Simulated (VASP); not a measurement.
# BaTiO3 (Cm) in VASP: single point with PBE

Aim: the single point of BaTiO3 with PBE.

All numbers are computed with VASP 6.6.1; they aren't measurements. Logs are shortened: lines on timing, memory, paths and dates and some standing lists are left out, and cuts for length are marked.

## (1) The cell of the first run

Symmetry: Cm, No. 8, monoclinic system. Conventional cell: a = 5.612 Å, b = 5.317 Å, c = 3.975 Å, α = 90.00°, β = 94.88°, γ = 90.00°. Within 3.2 Å of Ba (site symmetry m) lie 12 O at 2.44 to 2.93 Å and 3 Ti at 2.90 to 3.16 Å. Within 2.3 Å of Ti (site symmetry m) lie 6 O at 1.74 to 2.14 Å. O (site symmetry 1) has 2 Ti at 1.74 to 2.14 Å within 2.3 Å. O (site symmetry m) has 2 Ti at 1.94 to 2.07 Å and 8 O at 2.65 to 2.89 Å and 4 Ba at 2.67 to 2.83 Å within 2.9 Å.

## (2) Single point, PBE (strained and its atoms moved)

File INCAR:

```
SYSTEM = BaTiO3
  PREC = Accurate
  ENCUT = 520
  EDIFF = 1E-6
  ISMEAR = 0
  SIGMA = 0.02
  LREAL = .False.
  LASPH = .True.
  NELM = 80
  ALGO = Normal
  ISIF = 2
  LWAVE = .False.
  LCHARG = .False.
  GGA = PE
  NBANDS = 28
```

File KPOINTS:

```
regular mesh
0
Gamma
  9 9 9
  0 0 0
```

File POSCAR:

```
BaTiO3
1.0
    2.8928783951      1.6702125337      2.1549503046
   -2.8155182399      1.4440232050      2.2198666419
   -0.1572056271     -3.1603485853      2.2198765288
Ba Ti O
1 1 3
Direct
    0.0518568532      0.0217993185      0.0217993185
    0.4699031342      0.4718853780      0.4718853780
    0.5026439038      0.4794290036      0.0254863153
   -0.0078477951      0.5205999846      0.5205999846
    0.5026439038      0.0254863153      0.4794290036
```

Potentials or basis: VASP PAW PBE potentials, release 64 (Ba_sv, Ti_sv, O).

Command:

```bash
cat potpaw_PBE.64/Ba_sv/POTCAR potpaw_PBE.64/Ti_sv/POTCAR potpaw_PBE.64/O/POTCAR > POTCAR
mpirun -np 1 vasp_std > vasp.out
```

OUTCAR:

```text
SYSTEM = BaTiO3
   PREC = Accurate
   ENCUT = 520
   EDIFF = 1E-6
   ISMEAR = 0
   LREAL = .False.
   LASPH = .True.
   NELM = 80
   ISIF = 2
   GGA = PE

 ion  position               nearest neighbor table
   1  0.052  0.022  0.022-   3 2.44   5 2.44   4 2.67   4 2.67   4 2.80   4 2.83   3 2.84   5 2.84
                             3 2.89   5 2.89   2 2.90   3 2.93   5 2.93   2 3.16   2 3.16   2 3.52
   2  0.470  0.472  0.472-   5 1.74   3 1.74   4 1.94   4 2.07   5 2.14   3 2.14   1 2.90   1 3.16
                             1 3.16   1 3.52   1 3.52   1 3.57   1 3.63   1 3.70
   3  0.503  0.479  0.025-   2 1.74   2 2.14   1 2.44   1 2.84   1 2.89   1 2.93
   4  0.992  0.521  0.521-   2 1.94   2 2.07   1 2.67   1 2.67   1 2.80   1 2.83
   5  0.503  0.025  0.479-   2 1.74   2 2.14   1 2.44   1 2.84   1 2.89   1 2.93

  LATTYP: Found a base centered monoclinic cell.
 ALAT       =     5.6119675179
 B/A-ratio  =     0.9473788343
 C/A-ratio  =     0.7083422767
 COS(beta)  =    -0.0851208015

  Lattice vectors:

 A1 = (  -2.8155182399,   1.4440232050,   2.2198666419)
 A2 = (  -0.1572056271,  -3.1603485853,   2.2198765288)
 A3 = (   2.8928783951,   1.6702125337,   2.1549503046)

Analysis of symmetry for initial positions (statically):
=====================================================================
 Subroutine PRICEL returns:
 Original cell was already a primitive cell.

 Routine SETGRP: Setting up the symmetry group for a
 base centered monoclinic supercell.

 Subroutine GETGRP returns: Found  2 space group operations
 (whereof  2 operations were pure point group operations)
 out of a pool of  4 trial point group operations.

The static configuration has the point symmetry C_1h.

Analysis of symmetry for dynamics (positions and initial velocities):
=====================================================================
 Subroutine PRICEL returns:
 Original cell was already a primitive cell.

 Routine SETGRP: Setting up the symmetry group for a
 base centered monoclinic supercell.

 Subroutine GETGRP returns: Found  2 space group operations
 (whereof  2 operations were pure point group operations)
 out of a pool of  4 trial point group operations.

The dynamic configuration has the point symmetry C_1h.

 Subroutine INISYM returns: Found  2 space group operations
 (whereof  2 operations are pure point group operations),
 and found     1 'primitive' translations

----------------------------------------------------------------------------------------

                                     Primitive cell

  volume of cell :      59.0885

  direct lattice vectors                    reciprocal lattice vectors
     2.892878395  1.670212534  2.154950305     0.172979511  0.099869247  0.154429753
    -2.815518240  1.444023205  2.219866642    -0.178005090  0.114414807  0.150281904
    -0.157205627 -3.160348585  2.219876529     0.010084035 -0.211362601  0.150281228

  length of vectors
     3.975193848  3.865249524  3.865277298     0.252476387  0.259540384  0.259538599

  position of ions in fractional coordinates (direct lattice)
     0.051856853  0.021799319  0.021799319
     0.469903134  0.471885378  0.471885378
     0.502643904  0.479429004  0.025486315
     0.992152205  0.520599985  0.520599985
     0.502643904  0.025486315  0.479429004

  ion indices of the primitive-cell ions
   primitive index   ion index
                 1           1
                 2           2
                 3           3
                 4           4
                 5           5

----------------------------------------------------------------------------------------

 KPOINTS: regular mesh

Automatic generation of k-mesh.
 Grid dimensions read from file:
 generate k-points for:    9    9    9

 Generating k-lattice:

  Cartesian coordinates                     Fractional coordinates (reciprocal lattice)
     0.019219946  0.011096583  0.017158861     0.111111111  0.000000000 -0.000000000
    -0.019778343  0.012712756  0.016697989     0.000000000  0.111111111  0.000000000
     0.001120448 -0.023484733  0.016697914    -0.000000000  0.000000000  0.111111111

  Length of vectors
     0.028052932  0.028837820  0.028837622

  Shift w.r.t. Gamma in fractional coordinates (k-lattice)
     0.000000000  0.000000000  0.000000000

 Subroutine IBZKPT returns following result:
 ===========================================

 Found    205 irreducible k-points:

 Following reciprocal coordinates:
            Coordinates               Weight
  0.000000  0.000000  0.000000      1.000000
  0.111111 -0.000000  0.000000      2.000000
  0.222222 -0.000000 -0.000000      2.000000
  0.333333 -0.000000  0.000000      2.000000
  0.444444 -0.000000 -0.000000      2.000000
  0.000000  0.111111  0.000000      4.000000
[... 16 lines left out ...]
 -0.111111  0.222222 -0.000000      4.000000
 -0.000000  0.333333 -0.000000      4.000000
 [... further k-points ...]
   k-points           NKPTS =    205   k-points in BZ     NKDIM =    205   number of bands    NBANDS=     28
   number of dos      NEDOS =    301   number of ions     NIONS =      5
   total plane-waves  NPLWV =  27000
   dimension x,y,z NGX =    30 NGY =   30 NGZ =   30
   dimension x,y,z NGXF=    60 NGYF=   60 NGZF=   60
   ions per type =               1   1   3
   NGX,Y,Z   is equivalent  to a cutoff of  12.55, 12.90, 12.90 a.u.
   NGXF,Y,Z  is equivalent  to a cutoff of  25.09, 25.81, 25.81 a.u.
 SYSTEM =  BaTiO3
   PREC   = accura    normal or accurate (medium, high low for compatibility)
   ISTART =      0    job   : 0-new  1-cont  2-samecut
   ICHARG =      2    charge: 1-file 2-atom 10-const
   ISPIN  =      1    spin polarized calculation?
   LNONCOLLINEAR =      F non collinear calculations
   LSORBIT =      F    spin-orbit coupling
   LASPH  =      T    aspherical Exc in radial PAW
   ENCUT  =  520.0 eV  38.22 Ry    6.18 a.u.   7.39  7.19  7.19*2*pi/ulx,y,z
   NELM   =     80;   NELMIN=  2; NELMDL= -5     # of ELM steps
   EDIFF  = 0.1E-05   stopping-criterion for ELM
   LREAL  =      F    real-space projection
   EDIFFG = 0.1E-04   stopping-criterion for IOM
   NSW    =      0    number of steps for IOM
   IBRION =     -1    ionic relax: 0-MD 1-quasi-New 2-CG
   NFREE  =      0    steps in history (QN), initial steepest desc. (CG)
   ISIF   =      2    stress and relaxation
   ISYM   =      2    0-nonsym 1-usesym 2-fastsym
   POTIM  = 0.5000    time-step for ionic-motion
   TEBEG  =    0.0;   TEEND  =   0.0 temperature during run
   PSTRESS=    0.0 pullay stress
   NELECT =      40.0000    total number of electrons
   NUPDOWN=      -1.0000    fix difference up-down
   EMIN   =  10.00;   EMAX   =-10.00  energy-range for DOS
   EFERMI =   0.00;   METHOD = LEGACY
   ISMEAR =     0;   SIGMA  =   0.02  broadening in eV -4-tet -1-fermi 0-gaus
   EFERMI_NEDOS =   21; number of points for ismear=-14 and -15
   IALGO  =     38    algorithm
   IMIX   =      4    mixing-type and parameters
     AMIX     =   0.40;   BMIX     =  1.00
     AMIX_MAG =   1.60;   BMIX_MAG =  1.00
  volume/ion in A,a.u.               =      11.82        79.75
  Fermi-wavevector in a.u.,A,eV,Ry     =   1.437453  2.716393 28.113339  2.066272
  Thomas-Fermi vector in A             =   2.556529
   LORBIT       =      0    0 simple, 1 ext, 2 COOP (PROOUT), +10 PAW based schemes
   GGA     = PE    functional components
   LHFCALC =     F    Hartree Fock is set to
   AEXX    =    0.0000 exact exchange contribution
   IVDW    =     0    specifies the selected vdW correction
   LEPSILON=     F    determine dielectric tensor
   LRPA    =     F    only Hartree local field effects (RPA)
 non-spin polarized calculation
 Gauss-broadening in eV      SIGMA  =   0.02
  energy-cutoff  :      520.00
  volume of cell :       59.09
 maximum number of plane-waves:      1611
 NGX is ok and might be reduce to    30
   NGX = 15   NGY = 15   NGZ = 15

 number of electron      39.9999993 magnetization

 Free energy of the ion-electron system (eV)
  ---------------------------------------------------
  ext. energy  EPLUGINS =         0.00000000
  ---------------------------------------------------
  free energy    TOTEN  =       -38.15997321 eV

  energy without entropy =      -38.15997321  energy(sigma->0) =      -38.15997321

 E-fermi :   4.6428     XC(G=0): -11.6349

 val. band max:        4.4987847499   @ k =   0.4444   0.4444   0.4444
 cond. band min:       6.8670369285   @ k =   0.0000   0.0000   0.0000
 fundamental gap:      2.3682521786
 Fermi energy:         4.6428039629

 k-point     1 :       0.0000    0.0000    0.0000
  band No.  band energies     occupation
      1     -51.4344      2.00000
      2     -27.8824      2.00000
      3     -27.8811      2.00000
      4     -27.6498      2.00000
      5     -20.2800      2.00000
      6     -12.6728      2.00000
[... 20 lines left out ...]
     27      10.0933      0.00000
     28      12.2056      0.00000

 k-point     2 :       0.1111   -0.0000    0.0000
  band No.  band energies     occupation
      1     -51.4342      2.00000
      2     -27.8821      2.00000
      3     -27.8807      2.00000
      4     -27.6572      2.00000
      5     -20.2607      2.00000
      6     -12.7315      2.00000
[... 20 lines left out ...]
     27      10.3030      0.00000
     28      12.4631      0.00000

 k-point     3 :       0.2222   -0.0000   -0.0000
  band No.  band energies     occupation
      1     -51.4338      2.00000
      2     -27.8814      2.00000
      3     -27.8799      2.00000
      4     -27.6758      2.00000
      5     -20.2111      2.00000
      6     -12.8867      2.00000
[... 20 lines left out ...]
     27      10.8478      0.00000
     28      13.0998      0.00000

 k-point     4 :       0.3333   -0.0000    0.0000
  band No.  band energies     occupation
      1     -51.4334      2.00000
      2     -27.8805      2.00000
      3     -27.8790      2.00000
      4     -27.6968      2.00000
      5     -20.1534      2.00000
      6     -13.0676      2.00000
[... 20 lines left out ...]
     27      11.5441      0.00000
     28      13.4739      0.00000

 k-point     5 :       0.4444   -0.0000   -0.0000
  band No.  band energies     occupation
      1     -51.4331      2.00000
      2     -27.8800      2.00000
      3     -27.8784      2.00000
      4     -27.7104      2.00000
      5     -20.1147      2.00000
      6     -13.1858      2.00000
[... 20 lines left out ...]
     27      12.1441      0.00000
     28      13.4957      0.00000

 k-point     6 :       0.0000    0.1111    0.0000
  band No.  band energies     occupation
      1     -51.4341      2.00000
      2     -27.8929      2.00000
      3     -27.8811      2.00000
      4     -27.6494      2.00000
      5     -20.2570      2.00000
      6     -12.6731      2.00000
[... 463 lines left out ...]
      5     -20.0999      2.00000
      6     -12.8344      2.00000
[... 20 lines left out ...]
     27      12.2319      0.00000
     28      13.8342      0.00000

 k-point    22 :      -0.2222    0.2222   -0.0000
  band No.  band energies     occupation
      1     -51.4330      2.00000
      2     -27.9187      2.00000
      3     -27.8788      2.00000
      4     -27.6735      2.00000
      5     -20.1477      2.00000
      6     -12.7391      2.00000
[... 20 lines left out ...]
     27      11.5461      0.00000
     28      13.6862      0.00000

 k-point    23 :      -0.1111    0.2222   -0.0000
  band No.  band energies     occupation
      1     -51.4334      2.00000
      2     -27.9200      2.00000
      3     -27.8795      2.00000
      4     -27.6554      2.00000
      5     -20.1861      2.00000
      6     -12.7154      2.00000
[... 20 lines left out ...]
     27      11.0792      0.00000
     28      13.4078      0.00000

 k-point    24 :      -0.0000    0.3333   -0.0000
  band No.  band energies     occupation
      1     -51.4328      2.00000
      2     -27.9520      2.00000
      3     -27.8782      2.00000
      4     -27.6469      2.00000
      5     -20.1287      2.00000
      6     -12.8971      2.00000
[... 20 lines left out ...]
     27      11.7484      0.00000
     28      13.3602      0.00000

 [... further k-points ...]

------------------------ aborting loop because EDIFF is reached ----------------------------------------

  FORCE on cell =-STRESS in cart. coord.  units (eV):
  Direction    XX          YY          ZZ          XY          YZ          ZX
  --------------------------------------------------------------------------------------
  -------------------------------------------------------------------------------------
  Total        7.0477407     13.8602099     16.7777186     -5.8996200      0.0762720      0.1322346
  in kB      191.0985040    375.8176533    454.9254960   -159.9673719      2.0681052      3.5855228
  external PRESSURE =     340.6138844 kB  Pullay stress =       0.0000000 kB

 VOLUME and BASIS-vectors are now :
 -----------------------------------------------------------------------------
  energy-cutoff  :      520.00
  volume of cell :       59.09
      direct lattice vectors                 reciprocal lattice vectors
     2.892878395  1.670212534  2.154950305     0.172979511  0.099869247  0.154429753
    -2.815518240  1.444023205  2.219866642    -0.178005090  0.114414807  0.150281904
    -0.157205627 -3.160348585  2.219876529     0.010084035 -0.211362601  0.150281228

 POSITION                                       TOTAL-FORCE (eV/Angst)
 -----------------------------------------------------------------------------------
      0.08521      0.04920      0.20853        -1.175583     -0.678720     -4.207553
     -0.04341     -0.02507      3.10767        -0.788417     -0.455205      4.307890
      0.10024      1.45128      2.20402        -0.885362      3.135467     -0.221421
      1.32258      0.76359      4.44937         0.576672      0.332944      0.342493
      1.30696     -0.63884      2.20402         2.272690     -2.334486     -0.221410
 -----------------------------------------------------------------------------------
    total drift:                                0.000896     -0.000284      0.001273

  FREE ENERGIE OF THE ION-ELECTRON SYSTEM (eV)
  ---------------------------------------------------
  free  energy   TOTEN  =       -38.1599732058 eV

  energy  without entropy=      -38.1599732058  energy(sigma->0) =      -38.15997321
```

Wall time 4.2 min (1 thread of Intel Xeon 8259CL, shared host); peak memory 0.43 GiB.

Results:

* Free energy: -38.1600 eV
* Pressure: 34.1 GPa
* Largest force: 4.421 eV/Å
* Band gap on the k mesh: 2.37 eV (least direct gap 2.55 eV)

Forces in eV/Å, atoms in the order of the input:
```
Ba  -1.176 -0.679 -4.208
Ti  -0.788 -0.455  4.308
O   -0.885  3.135 -0.221
O    0.577  0.333  0.342
O    2.273 -2.334 -0.221
```

Caveat: the cell differs from its parent crystal (strained and its atoms moved); the stress differs along the axes, from 19 to 45 GPa; spin-orbit coupling is left out, which moves the levels of the heavy elements; forces of over 1 eV/Å act on the atoms, so gaps and moduli don't describe the material at rest. A k mesh can miss the band edges.
